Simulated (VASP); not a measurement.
# Na2Hg (P-3m1) in VASP: relaxation of cell and atoms with PBE

Aim: the relaxation of cell and atoms of Na2Hg with PBE.

All numbers are computed with VASP 6.6.1; they aren't measurements. Logs are shortened: lines on timing, memory, paths and dates and some standing lists are left out, and cuts for length are marked.

### 1 The cell of the first run

It takes space group P-3m1 (No. 164, trigonal). Conventional cell: a = 3.398 Å, b = 3.398 Å, c = 7.670 Å, α = 90.00°, β = 90.00°, γ = 120.00°. Within 3.2 Å of Na (site symmetry 3m) lie 3 Hg at 2.45 Å. Hg (site symmetry -3m) has 6 Na at 2.45 Å within 3.2 Å.

The cell was generated, and may not be a known phase.

### 2 Relaxation of cell and atoms, PBE

Contents of INCAR:

```
PREC = Accurate ; ENCUT = 1130
EDIFF = 1E-7 ; ISMEAR = 0
SIGMA = 0.1 ; LREAL = False
LASPH = True ; NELM = 120
ALGO = Normal ; ISIF = 3
LWAVE = False ; LCHARG = False
GGA = PE ; IBRION = 2
NSW = 90 ; EDIFFG = -0.04
GGA_COMPAT = False ; NELMIN = 4
```

Contents of KPOINTS:

```
regular mesh
0
Gamma
  6 6 2
```

Contents of POSCAR:

```
Na2Hg
1.0
    3.3981787300      0.0000000000      0.0000000000
   -1.6990893700      2.9429091100      0.0000000000
    0.0000000000      0.0000000000      7.6698062400
Na Hg
2 1
Direct
    0.3333333300      0.6666666700      0.8093705800
    0.6666666700      0.3333333300      0.1906294200
    0.0000000000      0.0000000000      0.0000000000
```

Potentials or basis: VASP PAW PBE potentials, release 64 (Na_sv, Hg_sv_GW).

The run is started by

```
$ cat potpaw_PBE.64/Na_sv/POTCAR potpaw_PBE.64/Hg_sv_GW/POTCAR > POTCAR
$ mpirun -np 1 vasp_std > vasp.out
```

OUTCAR:

```text
PREC = Accurate
   ENCUT = 1130
   EDIFF = 1E-7
   ISMEAR = 0
   LREAL = False
   LASPH = True
   NELM = 120
   ISIF = 3
   GGA = PE
   IBRION = 2
   NSW = 90
   EDIFFG = -0.04
   NELMIN = 4

 ion  position               nearest neighbor table
   1  0.333  0.667  0.809-   3 2.45   3 2.45   3 2.45
   2  0.667  0.333  0.191-   3 2.45   3 2.45   3 2.45
   3  0.000  0.000  0.000-   1 2.45   2 2.45   2 2.45   1 2.45   2 2.45   1 2.45

  LATTYP: Found a hexagonal cell.
 ALAT       =     3.3981787300
 C/A-ratio  =     2.2570343850

  Lattice vectors:

 A1 = (   3.3981787300,   0.0000000000,   0.0000000000)
 A2 = (  -1.6990893700,   2.9429091100,   0.0000000000)
 A3 = (   0.0000000000,   0.0000000000,   7.6698062400)

Analysis of symmetry for initial positions (statically):
=====================================================================
 Subroutine PRICEL returns:
 Original cell was already a primitive cell.

 Routine SETGRP: Setting up the symmetry group for a
 hexagonal supercell.

 Subroutine GETGRP returns: Found 12 space group operations
 (whereof 12 operations were pure point group operations)
 out of a pool of 24 trial point group operations.

The static configuration has the point symmetry D_3d.

Analysis of symmetry for dynamics (positions and initial velocities):
=====================================================================
 Subroutine PRICEL returns:
 Original cell was already a primitive cell.

 Routine SETGRP: Setting up the symmetry group for a
 hexagonal supercell.

 Subroutine GETGRP returns: Found 12 space group operations
 (whereof 12 operations were pure point group operations)
 out of a pool of 24 trial point group operations.

The dynamic configuration has the point symmetry D_3d.

 Subroutine INISYM returns: Found 12 space group operations
 (whereof 12 operations are pure point group operations),
 and found     1 'primitive' translations

----------------------------------------------------------------------------------------

                                     Primitive cell

  volume of cell :      76.7021

  direct lattice vectors                    reciprocal lattice vectors
     3.398178730  0.000000000  0.000000000     0.294275281  0.169899913  0.000000000
    -1.699089370  2.942909110  0.000000000     0.000000000  0.339799825  0.000000000
     0.000000000  0.000000000  7.669806240     0.000000000  0.000000000  0.130381390

  length of vectors
     3.398178730  3.398178735  7.669806240     0.339799825  0.339799825  0.130381390

  position of ions in fractional coordinates (direct lattice)
     0.333333330  0.666666670  0.809370580
     0.666666670  0.333333330  0.190629420
     0.000000000  0.000000000  0.000000000

  ion indices of the primitive-cell ions
   primitive index   ion index
                 1           1
                 2           2
                 3           3

----------------------------------------------------------------------------------------

 KPOINTS: regular mesh

Automatic generation of k-mesh.
 Grid dimensions read from file:
 generate k-points for:    6    6    2

 Generating k-lattice:

  Cartesian coordinates                     Fractional coordinates (reciprocal lattice)
     0.049045880  0.028316652  0.000000000     0.166666667  0.000000000  0.000000000
     0.000000000  0.056633304  0.000000000     0.000000000  0.166666667  0.000000000
     0.000000000  0.000000000  0.065190695     0.000000000  0.000000000  0.500000000

  Length of vectors
     0.056633304  0.056633304  0.065190695

  Shift w.r.t. Gamma in fractional coordinates (k-lattice)
     0.000000000  0.000000000  0.000000000

 Subroutine IBZKPT returns following result:
 ===========================================

 Found     14 irreducible k-points:

 Following reciprocal coordinates:
            Coordinates               Weight
  0.000000  0.000000  0.000000      1.000000
  0.166667  0.000000  0.000000      6.000000
  0.333333 -0.000000  0.000000      6.000000
  0.500000  0.000000  0.000000      3.000000
  0.166667  0.166667  0.000000      6.000000
  0.333333  0.166667  0.000000     12.000000
  0.333333  0.333333  0.000000      2.000000
  0.000000  0.000000  0.500000      1.000000
  0.166667  0.000000  0.500000      6.000000
  0.333333 -0.000000  0.500000      6.000000
  0.500000  0.000000  0.500000      3.000000
  0.166667  0.166667  0.500000      6.000000
  0.333333  0.166667  0.500000     12.000000
  0.333333  0.333333  0.500000      2.000000
   k-points           NKPTS =     14   k-points in BZ     NKDIM =     14   number of bands    NBANDS=     23
   number of dos      NEDOS =    301   number of ions     NIONS =      3
   total plane-waves  NPLWV = 134400
   dimension x,y,z NGX =    40 NGY =   40 NGZ =   84
   dimension x,y,z NGXF=    80 NGYF=   80 NGZF=  168
   ions per type =               2   1
   NGX,Y,Z   is equivalent  to a cutoff of  19.57, 19.57, 18.21 a.u.
   NGXF,Y,Z  is equivalent  to a cutoff of  39.14, 39.14, 36.41 a.u.
 SYSTEM =  unknown system
   PREC   = accura    normal or accurate (medium, high low for compatibility)
   ISTART =      0    job   : 0-new  1-cont  2-samecut
   ICHARG =      2    charge: 1-file 2-atom 10-const
   ISPIN  =      1    spin polarized calculation?
   LNONCOLLINEAR =      F non collinear calculations
   LSORBIT =      F    spin-orbit coupling
   LASPH  =      T    aspherical Exc in radial PAW
   ENCUT  = 1130.0 eV  83.05 Ry    9.11 a.u.   9.31  9.31 21.02*2*pi/ulx,y,z
   NELM   =    120;   NELMIN=  4; NELMDL= -5     # of ELM steps
   EDIFF  = 0.1E-06   stopping-criterion for ELM
   LREAL  =      F    real-space projection
   EDIFFG = -.4E-01   stopping-criterion for IOM
   NSW    =     90    number of steps for IOM
   IBRION =      2    ionic relax: 0-MD 1-quasi-New 2-CG
   NFREE  =      1    steps in history (QN), initial steepest desc. (CG)
   ISIF   =      3    stress and relaxation
   ISYM   =      2    0-nonsym 1-usesym 2-fastsym
   POTIM  = 0.5000    time-step for ionic-motion
   TEBEG  =    0.0;   TEEND  =   0.0 temperature during run
   PSTRESS=    0.0 pullay stress
   NELECT =      38.0000    total number of electrons
   NUPDOWN=      -1.0000    fix difference up-down
   EMIN   =  10.00;   EMAX   =-10.00  energy-range for DOS
   EFERMI =   0.00;   METHOD = LEGACY
   ISMEAR =     0;   SIGMA  =   0.10  broadening in eV -4-tet -1-fermi 0-gaus
   EFERMI_NEDOS =   21; number of points for ismear=-14 and -15
   IALGO  =     38    algorithm
   IMIX   =      4    mixing-type and parameters
     AMIX     =   0.40;   BMIX     =  1.00
     AMIX_MAG =   1.60;   BMIX_MAG =  1.00
  volume/ion in A,a.u.               =      25.57       172.54
  Fermi-wavevector in a.u.,A,eV,Ry     =   1.295389  2.447930 22.831021  1.678033
  Thomas-Fermi vector in A             =   2.426912
   LORBIT       =      0    0 simple, 1 ext, 2 COOP (PROOUT), +10 PAW based schemes
   GGA     = PE    functional components
   LHFCALC =     F    Hartree Fock is set to
   AEXX    =    0.0000 exact exchange contribution
   IVDW    =     0    specifies the selected vdW correction
   LEPSILON=     F    determine dielectric tensor
   LRPA    =     F    only Hartree local field effects (RPA)
 conjugate gradient relaxation of ions
 non-spin polarized calculation
 Gauss-broadening in eV      SIGMA  =   0.10
  energy-cutoff  :     1130.00
  volume of cell :       76.70
 maximum number of plane-waves:      6631
 NGX is ok and might be reduce to    40
   NGX = 19   NGY = 19   NGZ = 43

--------------------------------------- Ionic step        1  -------------------------------------------

 number of electron      37.9999994 magnetization

 Free energy of the ion-electron system (eV)
  ---------------------------------------------------
  ext. energy  EPLUGINS =         0.00000000
  ---------------------------------------------------
  free energy    TOTEN  =         0.11924930 eV

  energy without entropy =        0.12395191  energy(sigma->0) =        0.12160061

------------------------ aborting loop because EDIFF is reached ----------------------------------------

  FORCE on cell =-STRESS in cart. coord.  units (eV):
  Direction    XX          YY          ZZ          XY          YZ          ZX
  --------------------------------------------------------------------------------------
  -------------------------------------------------------------------------------------
  Total       11.6097538     11.6097539     10.9062690     -0.0000000      0.0000000     -0.0000000
  in kB      242.5080363    242.5080369    227.8134321     -0.0000004      0.0000000     -0.0000000
  external PRESSURE =     237.6098351 kB  Pullay stress =       0.0000000 kB
[... 92 lines left out ...]
  FREE ENERGIE OF THE ION-ELECTRON SYSTEM (eV)
  ---------------------------------------------------
  free  energy   TOTEN  =        -2.7343974626 eV

  energy  without entropy=       -2.7246459750  energy(sigma->0) =       -2.72952172

[... ionic steps 4 to 27 ...]

--------------------------------------- Ionic step       28  -------------------------------------------

 number of electron      38.0000000 magnetization

------------------------ aborting loop because EDIFF is reached ----------------------------------------

  FORCE on cell =-STRESS in cart. coord.  units (eV):
  Direction    XX          YY          ZZ          XY          YZ          ZX
  --------------------------------------------------------------------------------------
  -------------------------------------------------------------------------------------
  Total       -0.0745749     -0.0745749      0.0635822      0.0000000     -0.0000000     -0.0000000
  in kB       -1.3299870     -1.3299870      1.1339405      0.0000000     -0.0000000     -0.0000000
  external PRESSURE =      -0.5086779 kB  Pullay stress =       0.0000000 kB
[... 59 lines left out ...]
  energy  without entropy=       -3.1144042880  energy(sigma->0) =       -3.11958662

--------------------------------------- Ionic step       30  -------------------------------------------

 number of electron      38.0000009 magnetization

 Free energy of the ion-electron system (eV)
  ---------------------------------------------------
  ext. energy  EPLUGINS =         0.00000000
  ---------------------------------------------------
  free energy    TOTEN  =        -3.12628423 eV

  energy without entropy =       -3.11667296  energy(sigma->0) =       -3.12147860

 E-fermi :   2.4167     XC(G=0):  -7.9881

 val. band max:        2.3757010833   @ k =   0.3333   0.1667   0.5000
 cond. band min:       2.4806253150   @ k =   0.0000   0.0000   0.5000
 fundamental gap:      0.1049242318
 Fermi energy:         2.4167229485

 k-point     1 :       0.0000    0.0000    0.0000
  band No.  band energies     occupation
      1    -113.0667      2.00000
      2     -61.4007      2.00000
      3     -61.3985      2.00000
      4     -61.3985      2.00000
      5     -50.4640      2.00000
      6     -50.4629      2.00000
[... 383 lines left out ...]
  FREE ENERGIE OF THE ION-ELECTRON SYSTEM (eV)
  ---------------------------------------------------
  free  energy   TOTEN  =        -3.1262842341 eV

  energy  without entropy=       -3.1166729616  energy(sigma->0) =       -3.12147860

 reached required accuracy - stopping structural energy minimisation
```

It took 25 min on 1 thread of Intel Xeon Platinum 8488C (Sapphire Rapids), shared host; peak memory 0.47 GiB.

Results:

| Quantity | Value |
| --- | --- |
| Free energy | -3.1263 eV |
| Relaxed volume | 29.84 Å³/atom |
| Relaxed cell | a = 3.531 Å, b = 3.531 Å, c = 8.291 Å, α = 90.00°, β = 90.00°, γ = 120.00° |
| Space group after relaxing (to 0.1 Å) | P-3m1 (No. 164) |
| Energy gained by relaxing | 1081.8 meV/atom |
| Ionic steps | 30 |
| Pressure after relaxing | -0.1 GPa |
| Largest force after relaxing | 0.030 eV/Å |
| Band gap on the k mesh | zero (bands 19 and 20 overlap by 2.99 eV) |

Forces in eV/Å, atoms in the order of the input:
```
Na   0.000  0.000 -0.030
Na   0.000  0.000  0.030
Hg   0.000  0.000  0.000
```

The path:
```csv
step,energy change (eV),largest force (eV/Å),pressure (GPa),volume (Å³)
1,0.0000,3.9429,23.76,76.70
2,-2.8519,0.2154,0.12,126.96
3,-2.8536,0.1930,0.02,127.98
4,-2.8569,0.1905,0.03,127.39
5,-2.8659,0.1834,0.05,125.61
6,-2.8820,0.1918,0.07,122.09
7,-2.9154,0.2498,0.13,115.14
8,-2.9528,0.3212,0.54,101.63
9,-2.5884,0.0999,5.41,76.41
10,-2.9630,0.3294,0.57,99.98
11,-2.9719,0.4326,1.30,91.38
12,-2.9027,0.2426,2.66,83.77
13,-2.9739,0.3940,1.53,89.73
14,-2.9789,0.3714,1.48,89.62
15,-2.9904,0.3120,1.41,89.29
16,-2.9966,0.1979,1.34,88.62
17,-3.0131,0.1825,1.18,89.31
18,-3.0534,0.1411,0.50,91.39
19,-3.0968,0.0524,-0.45,95.61
20,-3.1019,0.0151,-0.68,97.45
21,-3.1205,0.0391,-0.73,96.26
22,-3.1766,0.1093,-0.38,92.65
23,-3.2188,0.1940,0.96,85.17
24,-3.2264,0.1791,0.49,87.45
25,-3.2368,0.1277,0.28,88.36
26,-3.2387,0.0871,0.13,89.12
27,-3.2389,0.0955,0.15,88.97
28,-3.2432,0.0656,-0.05,89.84
29,-3.2440,0.0426,-0.20,90.45
30,-3.2455,0.0296,-0.07,89.51
```

Final structure:
```yaml
crystal:
  lattice:
    - [3.53075, 0.00000, 0.00000]
    - [-1.76537, 3.05772, 0.00000]
    - [0.00000, 0.00000, 8.29057]
  atoms:
    - { symbol: Na, position: [0.33333, 0.66667, 0.68688] }
    - { symbol: Na, position: [0.66667, 0.33333, 0.31312] }
    - { symbol: Hg, position: [0.00000, 0.00000, 0.00000] }
```

Levels at points of the mesh, in eV from the Fermi level:
```tsv
k point	band 17	band 18	band 19	band 20	band 21	band 22
(0.00, 0.00, 0.00)	-7.00	-6.73	-2.23	-2.16	3.94	4.81
(0.50, 0.00, 0.00)	-6.72	-3.04	-1.14	1.22	1.50	1.91
(0.00, 0.00, 0.50)	-7.00	-6.69	-3.24	0.06	0.97	8.33
(0.50, 0.00, 0.50)	-6.72	-3.02	-1.07	0.45	1.32	3.44
```

Caveat: the k points lie up to 0.38 Å⁻¹ apart in the final cell, too coarse for converged energies and pressures of a metal; the volume moved by over 15 % at a fixed basis, so the end points are rough; spin-orbit coupling is left out, which moves the levels of the heavy elements.

The gap in the log of VASP goes by the Fermi energy; the results here count the filled bands.